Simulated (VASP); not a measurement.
# Cs (Fd-3m) in VASP: a series of runs

Cs is run at these levels: PBE; tasks: single point.

Everything below comes from runs of VASP 6.6.1. Logs are shortened: lines on timing, memory, paths and dates and some standing lists are left out, and cuts for length are marked.

## Step 1: The cell of the first run

It takes space group Fd-3m (No. 227, cubic). The conventional cell has a = 11.321 Å, b = 11.321 Å, c = 11.321 Å, α = 90.00°, β = 90.00°, γ = 90.00°.

This isn't the form of Cs at room conditions, which is bcc.

## Step 2: Single point, PBE

Input file INCAR:

```
  PREC = Accurate
  ENCUT = 520
  EDIFF = 1E-6
  ISMEAR = -1
  SIGMA = 0.06122561905347299
  LREAL = False
  LASPH = True
  NELM = 60
  ALGO = Normal
  ISIF = 2
  LWAVE = False
  LCHARG = False
  GGA = PE
  NBANDS = 16
```

Input file KPOINTS:

```
regular mesh
0
Gamma
  9 9 9
```

Input file POSCAR:

```
Cs
1.0
    0.0000000000      5.6602649095      5.6602649095
    5.6602649095      0.0000000000      5.6602649095
    5.6602649095      5.6602649095      0.0000000000
Cs
2
Direct
    0.0000000000      0.0000000000      0.0000000000
    0.2500000000      0.2500000000      0.2500000000
```

Potentials or basis: VASP PAW PBE potentials, release 64 (Cs_sv).

Started as:

```sh
$ cat potpaw_PBE.64/Cs_sv/POTCAR > POTCAR
$ mpirun -np 1 vasp_std > vasp.out
```

OUTCAR:

```text
PREC = Accurate
   ENCUT = 520
   EDIFF = 1E-6
   ISMEAR = -1
   LREAL = False
   LASPH = True
   NELM = 60
   ISIF = 2
   GGA = PE

 ion  position               nearest neighbor table
   1  0.000  0.000  0.000-
   2  0.250  0.250  0.250-

  LATTYP: Found a face centered cubic cell.
 ALAT       =    11.3205298190

  Lattice vectors:

 A1 = (   0.0000000000,   5.6602649095,   5.6602649095)
 A2 = (   5.6602649095,   0.0000000000,   5.6602649095)
 A3 = (   5.6602649095,   5.6602649095,   0.0000000000)

Analysis of symmetry for initial positions (statically):
=====================================================================
 Subroutine PRICEL returns:
 Original cell was already a primitive cell.

 Routine SETGRP: Setting up the symmetry group for a
 face centered cubic supercell.

 Subroutine GETGRP returns: Found 48 space group operations
 (whereof 24 operations were pure point group operations)
 out of a pool of 48 trial point group operations.

The static configuration has the point symmetry T_d .
 The point group associated with its full space group is O_h .

Analysis of symmetry for dynamics (positions and initial velocities):
=====================================================================
 Subroutine PRICEL returns:
 Original cell was already a primitive cell.

 Routine SETGRP: Setting up the symmetry group for a
 face centered cubic supercell.

 Subroutine GETGRP returns: Found 48 space group operations
 (whereof 24 operations were pure point group operations)
 out of a pool of 48 trial point group operations.

The dynamic configuration has the point symmetry T_d .
 The point group associated with its full space group is O_h .

 Subroutine INISYM returns: Found 48 space group operations
 (whereof 24 operations are pure point group operations),
 and found     1 'primitive' translations

----------------------------------------------------------------------------------------

                                     Primitive cell

  volume of cell :     362.6939

  direct lattice vectors                    reciprocal lattice vectors
     0.000000000  5.660264910  5.660264910    -0.088335088  0.088335088  0.088335088
     5.660264910  0.000000000  5.660264910     0.088335088 -0.088335088  0.088335088
     5.660264910  5.660264910  0.000000000     0.088335088  0.088335088 -0.088335088

  length of vectors
     8.004823402  8.004823402  8.004823402     0.153000861  0.153000861  0.153000861

  position of ions in fractional coordinates (direct lattice)
     0.000000000  0.000000000  0.000000000
     0.250000000  0.250000000  0.250000000

  ion indices of the primitive-cell ions
   primitive index   ion index
                 1           1
                 2           2

----------------------------------------------------------------------------------------

 KPOINTS: regular mesh

Automatic generation of k-mesh.
 Grid dimensions read from file:
 generate k-points for:    9    9    9

 Generating k-lattice:

  Cartesian coordinates                     Fractional coordinates (reciprocal lattice)
    -0.009815010  0.009815010  0.009815010     0.111111111  0.000000000  0.000000000
     0.009815010 -0.009815010  0.009815010     0.000000000  0.111111111  0.000000000
     0.009815010  0.009815010 -0.009815010     0.000000000  0.000000000  0.111111111

  Length of vectors
     0.017000096  0.017000096  0.017000096

  Shift w.r.t. Gamma in fractional coordinates (k-lattice)
     0.000000000  0.000000000  0.000000000

 Subroutine IBZKPT returns following result:
 ===========================================

 Found     35 irreducible k-points:

 Following reciprocal coordinates:
            Coordinates               Weight
  0.000000  0.000000  0.000000      1.000000
  0.111111  0.000000  0.000000      8.000000
  0.222222  0.000000  0.000000      8.000000
  0.333333  0.000000  0.000000      8.000000
  0.444444  0.000000  0.000000      8.000000
  0.111111  0.111111  0.000000      6.000000
[... 16 lines left out ...]
 -0.333333  0.333333  0.000000     12.000000
  0.444444  0.444444  0.000000      6.000000
 [... further k-points ...]
   k-points           NKPTS =     35   k-points in BZ     NKDIM =     35   number of bands    NBANDS=     16
   number of dos      NEDOS =    301   number of ions     NIONS =      2
   total plane-waves  NPLWV = 216000
   dimension x,y,z NGX =    60 NGY =   60 NGZ =   60
   dimension x,y,z NGXF=   120 NGYF=  120 NGZF=  120
   ions per type =               2
   NGX,Y,Z   is equivalent  to a cutoff of  12.46, 12.46, 12.46 a.u.
   NGXF,Y,Z  is equivalent  to a cutoff of  24.92, 24.92, 24.92 a.u.
 SYSTEM =  unknown system
   PREC   = accura    normal or accurate (medium, high low for compatibility)
   ISTART =      0    job   : 0-new  1-cont  2-samecut
   ICHARG =      2    charge: 1-file 2-atom 10-const
   ISPIN  =      1    spin polarized calculation?
   LNONCOLLINEAR =      F non collinear calculations
   LSORBIT =      F    spin-orbit coupling
   LASPH  =      T    aspherical Exc in radial PAW
   ENCUT  =  520.0 eV  38.22 Ry    6.18 a.u.  14.88 14.88 14.88*2*pi/ulx,y,z
   NELM   =     60;   NELMIN=  2; NELMDL= -5     # of ELM steps
   EDIFF  = 0.1E-05   stopping-criterion for ELM
   LREAL  =      F    real-space projection
   EDIFFG = 0.1E-04   stopping-criterion for IOM
   NSW    =      0    number of steps for IOM
   IBRION =     -1    ionic relax: 0-MD 1-quasi-New 2-CG
   NFREE  =      0    steps in history (QN), initial steepest desc. (CG)
   ISIF   =      2    stress and relaxation
   ISYM   =      2    0-nonsym 1-usesym 2-fastsym
   POTIM  = 0.5000    time-step for ionic-motion
   TEBEG  =    0.0;   TEEND  =   0.0 temperature during run
   PSTRESS=    0.0 pullay stress
   NELECT =      18.0000    total number of electrons
   NUPDOWN=      -1.0000    fix difference up-down
   EMIN   =  10.00;   EMAX   =-10.00  energy-range for DOS
   EFERMI =   0.00;   METHOD = LEGACY
   ISMEAR =    -1;   SIGMA  =   0.06  broadening in eV -4-tet -1-fermi 0-gaus
   EFERMI_NEDOS =   21; number of points for ismear=-14 and -15
   IALGO  =     38    algorithm
   IMIX   =      4    mixing-type and parameters
     AMIX     =   0.40;   BMIX     =  1.00
     AMIX_MAG =   1.60;   BMIX_MAG =  1.00
  volume/ion in A,a.u.               =     181.35      1223.79
  Fermi-wavevector in a.u.,A,eV,Ry     =   0.601615  1.136888  4.924507  0.361941
  Thomas-Fermi vector in A             =   1.653916
   LORBIT       =      0    0 simple, 1 ext, 2 COOP (PROOUT), +10 PAW based schemes
   GGA     = PE    functional components
   LHFCALC =     F    Hartree Fock is set to
   AEXX    =    0.0000 exact exchange contribution
   IVDW    =     0    specifies the selected vdW correction
   LEPSILON=     F    determine dielectric tensor
   LRPA    =     F    only Hartree local field effects (RPA)
 non-spin polarized calculation
  energy-cutoff  :      520.00
  volume of cell :      362.69
 maximum number of plane-waves:      9841
   NGX = 29   NGY = 29   NGZ = 29

 number of electron      18.0000004 magnetization

 Free energy of the ion-electron system (eV)
  ---------------------------------------------------
  ext. energy  EPLUGINS =         0.00000000
  ---------------------------------------------------
  free energy    TOTEN  =        -1.20653280 eV

  energy without entropy =       -1.18574396  energy(sigma->0) =       -1.19613838

 E-fermi :  -0.3556     XC(G=0):  -4.2808

 val. band max:       -0.3649056572   @ k =  -0.3333   0.4444   0.1111
 cond. band min:      -0.3517842291   @ k =  -0.4444   0.4444   0.0000
 fundamental gap:      0.0131214281
 Fermi energy:        -0.3555525108

 k-point     1 :       0.0000    0.0000    0.0000
  band No.  band energies     occupation
      1     -24.6922      2.00000
      2     -24.6750      2.00000
      3     -11.5353      2.00000
      4     -11.5353      2.00000
      5     -11.5353      2.00000
      6     -11.4352      2.00000
[... 8 lines left out ...]
     15       1.3726      0.00000
     16       1.3726      0.00000

 k-point     2 :       0.1111    0.0000    0.0000
  band No.  band energies     occupation
      1     -24.6918      2.00000
      2     -24.6754      2.00000
      3     -11.5366      2.00000
      4     -11.5366      2.00000
      5     -11.5349      2.00000
      6     -11.4358      2.00000
[... 8 lines left out ...]
     15       1.2267      0.00000
     16       1.3810      0.00000

 k-point     3 :       0.2222    0.0000    0.0000
  band No.  band energies     occupation
      1     -24.6908      2.00000
      2     -24.6765      2.00000
      3     -11.5397      2.00000
      4     -11.5397      2.00000
      5     -11.5339      2.00000
      6     -11.4375      2.00000
[... 8 lines left out ...]
     15       1.1994      0.00000
     16       1.4195      0.00000

 k-point     4 :       0.3333    0.0000    0.0000
  band No.  band energies     occupation
      1     -24.6893      2.00000
      2     -24.6779      2.00000
      3     -11.5431      2.00000
      4     -11.5431      2.00000
      5     -11.5327      2.00000
      6     -11.4393      2.00000
[... 8 lines left out ...]
     15       1.2431      0.00000
     16       1.5219      0.00000
[... 324 lines left out ...]
 k-point    22 :      -0.4444    0.3333    0.0000
  band No.  band energies     occupation
      1     -24.6853      2.00000
      2     -24.6820      2.00000
      3     -11.5569      2.00000
      4     -11.5529      2.00000
      5     -11.4997      2.00000
      6     -11.4730      2.00000
[... 8 lines left out ...]
     15       1.3022      0.00000
     16       1.6058      0.00000

 k-point    23 :      -0.3333    0.3333    0.0000
  band No.  band energies     occupation
      1     -24.6858      2.00000
      2     -24.6815      2.00000
      3     -11.5574      2.00000
      4     -11.5506      2.00000
      5     -11.5051      2.00000
      6     -11.4673      2.00000
[... 8 lines left out ...]
     15       1.2918      0.00000
     16       1.6430      0.00000

 k-point    24 :       0.4444    0.4444    0.0000
  band No.  band energies     occupation
      1     -24.6851      2.00000
      2     -24.6821      2.00000
      3     -11.5552      2.00000
      4     -11.5552      2.00000
      5     -11.4952      2.00000
      6     -11.4779      2.00000
[... 8 lines left out ...]
     15       1.4234      0.00000
     16       1.4234      0.00000

 [... further k-points ...]
[... 5 lines left out ...]
  --------------------------------------------------------------------------------------
  -------------------------------------------------------------------------------------
  Total        0.0564625      0.0564625      0.0564625      0.0000000     -0.0000000      0.0000000
  in kB        0.2494195      0.2494195      0.2494195      0.0000000     -0.0000000      0.0000000
  external PRESSURE =       0.2494195 kB  Pullay stress =       0.0000000 kB

 VOLUME and BASIS-vectors are now :
 -----------------------------------------------------------------------------
  energy-cutoff  :      520.00
  volume of cell :      362.69
      direct lattice vectors                 reciprocal lattice vectors
     0.000000000  5.660264910  5.660264910    -0.088335088  0.088335088  0.088335088
     5.660264910  0.000000000  5.660264910     0.088335088 -0.088335088  0.088335088
     5.660264910  5.660264910  0.000000000     0.088335088  0.088335088 -0.088335088

 POSITION                                       TOTAL-FORCE (eV/Angst)
 -----------------------------------------------------------------------------------
      0.00000      0.00000      0.00000        -0.000000     -0.000000      0.000000
      2.83013      2.83013      2.83013         0.000000      0.000000     -0.000000
 -----------------------------------------------------------------------------------
    total drift:                                0.000000     -0.000000     -0.000000

  FREE ENERGIE OF THE ION-ELECTRON SYSTEM (eV)
  ---------------------------------------------------
  free  energy   TOTEN  =        -1.2065328031 eV

  energy  without entropy=       -1.1857439556  energy(sigma->0) =       -1.19613838
```

Wall time 2.4 min (1 thread of Intel Xeon Platinum 8488C (Sapphire Rapids), shared host); peak memory 0.57 GiB.

What came out:

- Free energy: -1.2065 eV
- Pressure: 0.0 GPa

Levels at points of the mesh, in eV from the Fermi level:
| k point | band 5 | band 6 | band 7 | band 8 | band 9 | band 10 | band 11 | band 12 | band 13 | band 14 |
| --- | --- | --- | --- | --- | --- | --- | --- | --- | --- | --- |
| (0.00, 0.00, 0.00) | -11.18 | -11.08 | -11.08 | -11.08 | -1.32 | 1.33 | 1.33 | 1.36 | 1.36 | 1.36 |

Caveat: spin-orbit coupling is left out, which moves the levels of the heavy elements.

## Step 3: Single point, PBE

This run uses another cell than the first one, of 185.13 Å³/atom.

Input file INCAR:

```
SYSTEM = Cs
PREC = Accurate
ENCUT = 520
EDIFF = 1E-6
ISMEAR = -1
SIGMA = 0.06122561905347299
LREAL = .False.
LASPH = .True.
NELM = 60
ALGO = Normal
ISIF = 2
LWAVE = .False.
LCHARG = .False.
GGA = PE
NBANDS = 16
```

Input file KPOINTS:

```
regular mesh
0
Gamma
  9 9 9
  0 0 0
```

Input file POSCAR:

```
Cs
1.0
    0.0000000000      5.6993024529      5.6993024529
    5.6993024529      0.0000000000      5.6993024529
    5.6993024529      5.6993024529      0.0000000000
Cs
2
Direct
    0.0000000000      0.0000000000      0.0000000000
    0.2500000000      0.2500000000      0.2500000000
```

Potentials or basis: VASP PAW PBE potentials, release 64 (Cs_sv).

Started as:

```sh
$ cat potpaw_PBE.64/Cs_sv/POTCAR > POTCAR
$ mpirun -np 1 vasp_std > vasp.out
```

It took 2.5 min on 1 thread of Intel Xeon Platinum 8488C (Sapphire Rapids), shared host; peak memory 0.56 GiB.

It converged, with:

```
Free energy : -1.2075 eV
Pressure    : 0.0 GPa
```

Levels at points of the mesh, in eV from the Fermi level:
```csv
k point,band 7,band 8,band 9,band 10,band 11,band 12
"(0.00, 0.00, 0.00)",-11.08,-11.08,-1.29,1.34,1.34,1.35
```

Caveat: spin-orbit coupling is left out, which moves the levels of the heavy elements.

## Step 4: Single point, PBE

This run uses another cell than the first one, of 185.13 Å³/atom.

Input file INCAR:

```
ALGO = Normal
EDIFF = 1E-6
ENCUT = 520
GGA = PE
ISIF = 2
ISMEAR = -1
LASPH = T
LCHARG = F
LREAL = F
LWAVE = F
NBANDS = 16
NELM = 80
PREC = Accurate
SIGMA = 0.06122561905347299
```

Input file KPOINTS:

```
k-points
0
Gamma
  9 9 9
```

POSCAR is that of step 3.

Started as:

```sh
$ cat potpaw_PBE.64/Cs_sv/POTCAR > POTCAR
$ mpirun -np 1 vasp_std > vasp.out
```

Wall time 2.7 min (1 thread of Intel Xeon Platinum 8488C (Sapphire Rapids), shared host); peak memory 0.56 GiB.

The run converged. Its results:

- Free energy: -1.2075 eV
- Pressure: 0.0 GPa

Levels at points of the mesh, in eV from the Fermi level:
| k point | band 6 | band 7 | band 8 | band 9 | band 10 | band 11 | band 12 | band 13 |
| --- | --- | --- | --- | --- | --- | --- | --- | --- |
| (0.00, 0.00, 0.00) | -11.08 | -11.08 | -11.08 | -1.29 | 1.34 | 1.34 | 1.35 | 1.35 |

Caveat: spin-orbit coupling is left out, which moves the levels of the heavy elements.
